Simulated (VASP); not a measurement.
# AlNi3 (Fm-3m) in VASP: a series of runs

Runs on AlNi3. Level: PBEsol. Tasks: single point.

All numbers are computed with VASP 6.6.1; they aren't measurements. Logs are shortened: lines on timing, memory, paths and dates and some standing lists are left out, and cuts for length are marked.

**1. The cell of the first run**

The structure is cubic, space group Fm-3m (No. 225). The conventional cell has a = 5.604 Å, b = 5.604 Å, c = 5.604 Å, α = 90.00°, β = 90.00°, γ = 90.00°. Within 3.2 Å of Ni (site symmetry -43m) lie 4 Al at 2.43 Å and 10 Ni at 2.43 to 2.80 Å. Within 3.2 Å of Ni (site symmetry m-3m) lie 8 Ni at 2.43 Å and 6 Al at 2.80 Å. Al (site symmetry m-3m) has 14 Ni at 2.43 to 2.80 Å within 3.2 Å.

**2. Single point, PBEsol, collinear spin, ferromagnetic start**

Input file INCAR:

```
SYSTEM = AlNi3
PREC = Accurate
ENCUT = 590
EDIFF = 1E-6
ISMEAR = -1
SIGMA = 0.05
LREAL = .False.
LASPH = .True.
NELM = 200
ALGO = Normal
ISIF = 2
LWAVE = .False.
LCHARG = .False.
ISPIN = 2
MAGMOM = 1.26667 1.26667 1.26667 0
LORBIT = 11
NUPDOWN = 3.8
LMAXMIX = 4
GGA = PS
NBANDS = 40
GGA_COMPAT = .False.
```

Input file KPOINTS:

```
Automatic mesh
0
Gamma
  7 7 7
  0 0 0
```

Input file POSCAR:

```
AlNi3
1.0
    0.0000000000      2.8018887551      2.8018887551
    2.8018887551      0.0000000000      2.8018887551
    2.8018887551      2.8018887551      0.0000000000
Ni Al
3 1
Direct
    0.7500000000      0.7500000000      0.7500000000
    0.0000000000      0.0000000000      0.0000000000
    0.2500000000      0.2500000000      0.2500000000
    0.5000000000      0.5000000000      0.5000000000
```

Potentials or basis: VASP PAW PBE potentials, release 64 (Ni_sv_GW, Al).

Launch:

```sh
cat potpaw_PBE.64/Ni_sv_GW/POTCAR potpaw_PBE.64/Al/POTCAR > POTCAR
mpirun -np 1 vasp_std > vasp.out
```

OUTCAR:

```text
SYSTEM = AlNi3
   PREC = Accurate
   ENCUT = 590
   EDIFF = 1E-6
   ISMEAR = -1
   LREAL = .False.
   LASPH = .True.
   NELM = 200
   ISIF = 2
   ISPIN = 2
   LORBIT = 11
   NUPDOWN = 3.8
   GGA = PS

 ion  position               nearest neighbor table
   1  0.750  0.750  0.750-   4 2.43   2 2.43   4 2.43   2 2.43   4 2.43   4 2.43   2 2.43   2 2.43

   2  0.000  0.000  0.000-   1 2.43   3 2.43   1 2.43   1 2.43   3 2.43   1 2.43   3 2.43   3 2.43
                             4 2.80   4 2.80   4 2.80   4 2.80   4 2.80   4 2.80
   3  0.250  0.250  0.250-   2 2.43   4 2.43   2 2.43   2 2.43   4 2.43   2 2.43   4 2.43   4 2.43

   4  0.500  0.500  0.500-   3 2.43   1 2.43   3 2.43   1 2.43   3 2.43   3 2.43   1 2.43   1 2.43
                             2 2.80   2 2.80   2 2.80   2 2.80   2 2.80   2 2.80

  LATTYP: Found a face centered cubic cell.
 ALAT       =     5.6037775102

  Lattice vectors:

 A1 = (   0.0000000000,   2.8018887551,   2.8018887551)
 A2 = (   2.8018887551,   0.0000000000,   2.8018887551)
 A3 = (   2.8018887551,   2.8018887551,   0.0000000000)

Analysis of symmetry for initial positions (statically):
=====================================================================
 Subroutine PRICEL returns:
 Original cell was already a primitive cell.

 Routine SETGRP: Setting up the symmetry group for a
 face centered cubic supercell.

 Subroutine GETGRP returns: Found 48 space group operations
 (whereof 48 operations were pure point group operations)
 out of a pool of 48 trial point group operations.

The static configuration has the point symmetry O_h .

Analysis of symmetry for dynamics (positions and initial velocities):
=====================================================================
 Subroutine PRICEL returns:
 Original cell was already a primitive cell.

 Routine SETGRP: Setting up the symmetry group for a
 face centered cubic supercell.

 Subroutine GETGRP returns: Found 48 space group operations
 (whereof 48 operations were pure point group operations)
 out of a pool of 48 trial point group operations.

The dynamic configuration has the point symmetry O_h .

Analysis of structural, dynamic, and magnetic symmetry:
=====================================================================
 Subroutine PRICEL returns:
 Original cell was already a primitive cell.

 Routine SETGRP: Setting up the symmetry group for a
 face centered cubic supercell.

 Subroutine GETGRP returns: Found 48 space group operations
 (whereof 48 operations were pure point group operations)
 out of a pool of 48 trial point group operations.

The overall configuration has the point symmetry O_h .

 Subroutine INISYM returns: Found 48 space group operations
 (whereof 48 operations are pure point group operations),
 and found     1 'primitive' translations

----------------------------------------------------------------------------------------

                                     Primitive cell

  volume of cell :      43.9929

  direct lattice vectors                    reciprocal lattice vectors
     0.000000000  2.801888755  2.801888755    -0.178451053  0.178451053  0.178451053
     2.801888755  0.000000000  2.801888755     0.178451053 -0.178451053  0.178451053
     2.801888755  2.801888755  0.000000000     0.178451053  0.178451053 -0.178451053

  length of vectors
     3.962469078  3.962469078  3.962469078     0.309086291  0.309086291  0.309086291

  position of ions in fractional coordinates (direct lattice)
     0.750000000  0.750000000  0.750000000
     0.000000000  0.000000000  0.000000000
     0.250000000  0.250000000  0.250000000
     0.500000000  0.500000000  0.500000000

  ion indices of the primitive-cell ions
   primitive index   ion index
                 1           1
                 2           2
                 3           3
                 4           4

----------------------------------------------------------------------------------------

 KPOINTS: Automatic mesh

Automatic generation of k-mesh.
 Grid dimensions read from file:
 generate k-points for:    7    7    7

 Generating k-lattice:

  Cartesian coordinates                     Fractional coordinates (reciprocal lattice)
    -0.025493008  0.025493008  0.025493008     0.142857143  0.000000000  0.000000000
     0.025493008 -0.025493008  0.025493008     0.000000000  0.142857143  0.000000000
     0.025493008  0.025493008 -0.025493008     0.000000000  0.000000000  0.142857143

  Length of vectors
     0.044155184  0.044155184  0.044155184

  Shift w.r.t. Gamma in fractional coordinates (k-lattice)
     0.000000000  0.000000000  0.000000000

 Subroutine IBZKPT returns following result:
 ===========================================

 Found     20 irreducible k-points:

 Following reciprocal coordinates:
            Coordinates               Weight
  0.000000  0.000000  0.000000      1.000000
  0.142857  0.000000  0.000000      8.000000
  0.285714  0.000000  0.000000      8.000000
  0.428571  0.000000  0.000000      8.000000
  0.142857  0.142857  0.000000      6.000000
  0.285714  0.142857  0.000000     24.000000
[... 12 lines left out ...]
 -0.428571  0.428571  0.142857     24.000000
 -0.285714  0.428571  0.142857     24.000000
   k-points           NKPTS =     20   k-points in BZ     NKDIM =     20   number of bands    NBANDS=     40
   number of dos      NEDOS =    301   number of ions     NIONS =      4
   total plane-waves  NPLWV =  32768
   dimension x,y,z NGX =    32 NGY =   32 NGZ =   32
   dimension x,y,z NGXF=    64 NGYF=   64 NGZF=   64
   ions per type =               3   1
   NGX,Y,Z   is equivalent  to a cutoff of  13.43, 13.43, 13.43 a.u.
   NGXF,Y,Z  is equivalent  to a cutoff of  26.85, 26.85, 26.85 a.u.
 SYSTEM =  AlNi3
   PREC   = accura    normal or accurate (medium, high low for compatibility)
   ISTART =      0    job   : 0-new  1-cont  2-samecut
   ICHARG =      2    charge: 1-file 2-atom 10-const
   ISPIN  =      2    spin polarized calculation?
   LNONCOLLINEAR =      F non collinear calculations
   LSORBIT =      F    spin-orbit coupling
   LASPH  =      T    aspherical Exc in radial PAW
   ENCUT  =  590.0 eV  43.36 Ry    6.59 a.u.   7.85  7.85  7.85*2*pi/ulx,y,z
   NELM   =    200;   NELMIN=  2; NELMDL= -5     # of ELM steps
   EDIFF  = 0.1E-05   stopping-criterion for ELM
   LREAL  =      F    real-space projection
   EDIFFG = 0.1E-04   stopping-criterion for IOM
   NSW    =      0    number of steps for IOM
   IBRION =     -1    ionic relax: 0-MD 1-quasi-New 2-CG
   NFREE  =      0    steps in history (QN), initial steepest desc. (CG)
   ISIF   =      2    stress and relaxation
   ISYM   =      2    0-nonsym 1-usesym 2-fastsym
   POTIM  = 0.5000    time-step for ionic-motion
   TEBEG  =    0.0;   TEEND  =   0.0 temperature during run
   PSTRESS=    0.0 pullay stress
   NELECT =      57.0000    total number of electrons
   NUPDOWN=       3.8000    fix difference up-down
   EMIN   =  10.00;   EMAX   =-10.00  energy-range for DOS
   EFERMI =   0.00;   METHOD = LEGACY
   ISMEAR =    -1;   SIGMA  =   0.05  broadening in eV -4-tet -1-fermi 0-gaus
   EFERMI_NEDOS =   21; number of points for ismear=-14 and -15
   IALGO  =     38    algorithm
   IMIX   =      4    mixing-type and parameters
     AMIX     =   0.40;   BMIX     =  1.00
     AMIX_MAG =   1.60;   BMIX_MAG =  1.00
  volume/ion in A,a.u.               =      11.00        74.22
  Fermi-wavevector in a.u.,A,eV,Ry     =   1.784729  3.372648 43.338050  3.185257
  Thomas-Fermi vector in A             =   2.848656
   LORBIT       =     11    0 simple, 1 ext, 2 COOP (PROOUT), +10 PAW based schemes
   GGA     = PS    functional components
   LHFCALC =     F    Hartree Fock is set to
   AEXX    =    0.0000 exact exchange contribution
   IVDW    =     0    specifies the selected vdW correction
   LEPSILON=     F    determine dielectric tensor
   LRPA    =     F    only Hartree local field effects (RPA)
 spin polarized calculation
  energy-cutoff  :      590.00
  volume of cell :       43.99
 maximum number of plane-waves:      1459
   NGX = 15   NGY = 15   NGZ = 15

 number of electron      56.9999987 magnetization       3.7999999

 Free energy of the ion-electron system (eV)
  ---------------------------------------------------
  ext. energy  EPLUGINS =         0.00000000
  ---------------------------------------------------
  free energy    TOTEN  =       -24.97426446 eV

  energy without entropy =      -24.91414750  energy(sigma->0) =      -24.94420598

 E-fermi :   8.2496     XC(G=0): -13.4710

 val. band max:       10.6129272719   @ k =   0.4286   0.1429   0.0000
 cond. band min:       8.2566154179   @ k =   0.4286   0.1429   0.0000
 fundamental gap:     -2.3563118540
 Fermi energy:        10.7387211285

 spin component 1

 k-point     1 :       0.0000    0.0000    0.0000
  band No.  band energies     occupation
      1     -95.2531      1.00000
      2     -95.1827      1.00000
      3     -95.1821      1.00000
      4     -55.7990      1.00000
      5     -55.7990      1.00000
      6     -55.7990      1.00000
[... 32 lines left out ...]
     39      17.5771      0.00000
[... 816 lines left out ...]
     39      24.2584      0.00000
     40      25.2303      0.00000
 Fermi energy:         8.2495696139

 spin component 2

 k-point     1 :       0.0000    0.0000    0.0000
  band No.  band energies     occupation
      1     -93.9746      1.00000
      2     -93.9627      1.00000
      3     -93.8523      1.00000
      4     -54.5397      1.00000
      5     -54.5397      1.00000
      6     -54.5397      1.00000
[... 32 lines left out ...]
     39      18.0590      0.00000
[... 816 lines left out ...]
     39      24.6660      0.00000
     40      25.5606      0.00000

------------------------ aborting loop because EDIFF is reached ----------------------------------------

  FORCE on cell =-STRESS in cart. coord.  units (eV):
  Direction    XX          YY          ZZ          XY          YZ          ZX
  --------------------------------------------------------------------------------------
  -------------------------------------------------------------------------------------
  Total        1.8728861      1.8728861      1.8728861      0.0000000     -0.0000000      0.0000000
  in kB       68.2086222     68.2086222     68.2086222      0.0000000     -0.0000000      0.0000000
  external PRESSURE =      68.2086222 kB  Pullay stress =       0.0000000 kB

 VOLUME and BASIS-vectors are now :
 -----------------------------------------------------------------------------
  energy-cutoff  :      590.00
  volume of cell :       43.99
      direct lattice vectors                 reciprocal lattice vectors
     0.000000000  2.801888755  2.801888755    -0.178451053  0.178451053  0.178451053
     2.801888755  0.000000000  2.801888755     0.178451053 -0.178451053  0.178451053
     2.801888755  2.801888755  0.000000000     0.178451053  0.178451053 -0.178451053

 POSITION                                       TOTAL-FORCE (eV/Angst)
 -----------------------------------------------------------------------------------
      4.20283      4.20283      4.20283         0.000000     -0.000000      0.000000
      0.00000      0.00000      0.00000         0.000000      0.000000      0.000000
      1.40094      1.40094      1.40094        -0.000000     -0.000000     -0.000000
      2.80189      2.80189      2.80189         0.000000      0.000000      0.000000
 -----------------------------------------------------------------------------------
    total drift:                                0.000000     -0.000000      0.000000

  FREE ENERGIE OF THE ION-ELECTRON SYSTEM (eV)
  ---------------------------------------------------
  free  energy   TOTEN  =       -24.9742644596 eV

  energy  without entropy=      -24.9141475050  energy(sigma->0) =      -24.94420598

 total charge

# of ion       s       p       d       f       tot
--------------------------------------------------
    1        2.252   6.370   7.787   0.004  16.412
    2        2.250   6.366   7.744   0.005  16.366
    3        2.252   6.370   7.787   0.004  16.412
    4        0.403   0.442   0.000   0.000   0.845
--------------------------------------------------
tot          7.156  19.548  23.318   0.013  50.035

 magnetization (x)

# of ion       s       p       d       f       tot
--------------------------------------------------
    1        0.023   0.066   0.983   0.001   1.073
    2        0.014   0.061   1.122   0.000   1.197
    3        0.023   0.066   0.983   0.001   1.073
    4        0.016   0.066   0.000   0.000   0.082
--------------------------------------------------
tot          0.076   0.260   3.088   0.001   3.425
```

Run time: 81 s. Hardware: 1 thread of AMD EPYC 9R45 (Zen 5), shared host; peak memory 0.22 GiB.

Results:

```
Free energy                                           : -24.9743 eV
Pressure                                              : 6.8 GPa
Net moment                                            : 3.80 μB per cell
Site moments                                          : Ni +1.07, +1.20; Al +0.08 μB
Valence electrons inside the program's atomic spheres : Ni 16.41, 16.37; Al 0.84
```

Caveat: the PAW data sets were made with another functional, which shifts forces and pressure a little; the total moment is fixed, so each spin has its own Fermi level.

**3. Single point, PBEsol**

Input file INCAR:

```
SYSTEM = AlNi3
ALGO = Fast
EDIFF = 1E-7
ENCUT = 520
GGA = PS
ISIF = 2
ISMEAR = -1
LASPH = .True.
LCHARG = .False.
LREAL = .False.
LWAVE = .False.
NBANDS = 24
NELM = 60
PREC = Accurate
SIGMA = 0.05
```

Input file KPOINTS:

```
k-points
0
Gamma
  8 8 8
  0 0 0
```

POSCAR is that of step 2.

Potentials or basis: VASP PAW PBE potentials, release 64 (Ni, Al).

Launch:

```sh
cat potpaw_PBE.64/Ni/POTCAR potpaw_PBE.64/Al/POTCAR > POTCAR
mpirun -np 1 vasp_std > vasp.out
```

It took 55 s on 1 thread of Intel Xeon Platinum 8259CL at 2.50GHz (Skylake/Cascade Lake), shared host; peak memory 0.17 GiB.

It converged, with:

| Property | Result |
| --- | --- |
| Free energy | -24.0871 eV |
| Pressure | -0.6 GPa |

Levels at points of the mesh, in eV from the Fermi level:
```tsv
k point	band 12	band 13	band 14	band 15	band 16	band 17	band 18	band 19	band 20	band 21
(0.00, 0.00, 0.00)	-0.90	-0.55	-0.55	-0.51	-0.51	5.45	5.45	5.45	5.94	5.94
(0.50, 0.00, 0.00)	-1.72	-0.63	-0.63	-0.47	-0.47	-0.14	4.33	4.33	4.81	4.81
(0.50, 0.50, 0.00)	-1.19	-1.04	-0.74	-0.58	-0.36	-0.34	-0.34	-0.03	4.27	4.69
```

Caveat: the PAW data sets were made with another functional, which shifts forces and pressure a little.

**4. Single point, PBEsol, non-collinear spin, typed start**

Input file INCAR:

```
SYSTEM = AlNi3
ALGO = Normal
EDIFF = 1E-7
ENCUT = 520
GGA = PS
ISIF = 2
ISMEAR = -1
LASPH = .TRUE.
LCHARG = .FALSE.
LMAXMIX = 4
LNONCOLLINEAR = .TRUE.
LORBIT = 11
LREAL = .FALSE.
LWAVE = .FALSE.
MAGMOM = -0.112 -0.24 -0.594 -0.071 0.038 0.04 -0.095 0.119 -0.096 0 0 0
NBANDS = 47
NELM = 150
PREC = Accurate
SIGMA = 0.05
```

Input file KPOINTS:

```
k-points
0
G
  6 6 6
  0 0 0
```

POSCAR is that of step 3.

Launch:

```sh
cat potpaw_PBE.64/Ni/POTCAR potpaw_PBE.64/Al/POTCAR > POTCAR
mpirun -np 1 vasp_ncl > vasp.out
```

Wall time 27 min (1 thread of Intel Xeon Platinum 8259CL at 2.50GHz (Skylake/Cascade Lake), shared host); peak memory 0.72 GiB.

It converged, with:

```
Free energy                                           : -24.0980 eV
Pressure                                              : -0.7 GPa
Band gap on the k mesh                                : zero (band 33 reaches 15.25 eV, above the bottom of band 34 at 9.45 eV)
Net moment                                            : 0.00 μB per cell
Valence electrons inside the program's atomic spheres : Ni 9.46, 9.41; Al 0.82
```

Levels at points of the mesh, in eV from the Fermi level:
| k point | band 28 | band 29 | band 30 | band 31 | band 32 | band 33 | band 34 | band 35 | band 36 | band 37 |
| --- | --- | --- | --- | --- | --- | --- | --- | --- | --- | --- |
| (0.00, 0.00, 0.00) | -0.51 | -0.47 | -0.47 | -0.47 | -0.47 | 5.49 | 5.49 | 5.49 | 5.49 | 5.49 |
| (0.50, 0.00, 0.00) | -0.60 | -0.43 | -0.43 | -0.43 | -0.43 | -0.10 | -0.10 | 4.37 | 4.37 | 4.37 |
| (0.00, 0.50, 0.00) | -0.60 | -0.43 | -0.43 | -0.43 | -0.43 | -0.10 | -0.10 | 4.37 | 4.37 | 4.37 |
| (0.00, 0.00, 0.50) | -0.60 | -0.43 | -0.43 | -0.43 | -0.43 | -0.10 | -0.10 | 4.37 | 4.37 | 4.37 |
| (0.50, 0.50, 0.50) | -0.60 | -0.43 | -0.43 | -0.43 | -0.43 | -0.10 | -0.10 | 4.37 | 4.37 | 4.37 |
| (0.50, 0.50, 0.00) | -0.70 | -0.54 | -0.54 | -0.32 | -0.32 | -0.31 | -0.31 | -0.31 | -0.31 | 0.01 |
| (0.00, 0.50, 0.50) | -0.70 | -0.54 | -0.54 | -0.32 | -0.32 | -0.31 | -0.31 | -0.31 | -0.31 | 0.01 |
| (0.50, 0.00, 0.50) | -0.70 | -0.54 | -0.54 | -0.32 | -0.32 | -0.31 | -0.31 | -0.31 | -0.31 | 0.01 |

Moments on the atoms (μB; x, y, z):
```
Ni  0.00 0.00 0.00
Ni  0.00 0.00 0.00
Ni  0.00 0.00 0.00
Al  0.00 0.00 0.00
```

Caveat: the PAW data sets were made with another functional, which shifts forces and pressure a little.

**5. Summary**

| potentials or basis | spin | fixed moment (μB) | k mesh | cutoff (eV) | second run | gap on the mesh (eV) | pressure (GPa) | moment (μB) |
| --- | --- | --- | --- | --- | --- | --- | --- | --- |
| VASP PAW PBE potentials, release 64 (Ni_sv_GW, Al) | collinear, ferromagnetic start | 3.8 | 7 × 7 × 7 | 590 | valence_matched | - | 6.8 | 3.80 |
| VASP PAW PBE potentials, release 64 (Ni, Al) | off | - | 8 × 8 × 8 | 520 | - | none | -0.6 | - |
| VASP PAW PBE potentials, release 64 (Ni, Al) | non-collinear, typed start | - | 6 × 6 × 6 | 520 | - | none | -0.7 | 0.00 |

Alike in all rows: task single point; level PBEsol; cell as given; smearing fermi-dirac 0.05 eV.

Caveats: the PAW data sets were made with another functional, which shifts forces and pressure a little; the total moment is fixed, so each spin has its own Fermi level (some runs).

Absolute energies hang on the potentials; compare differences alone.
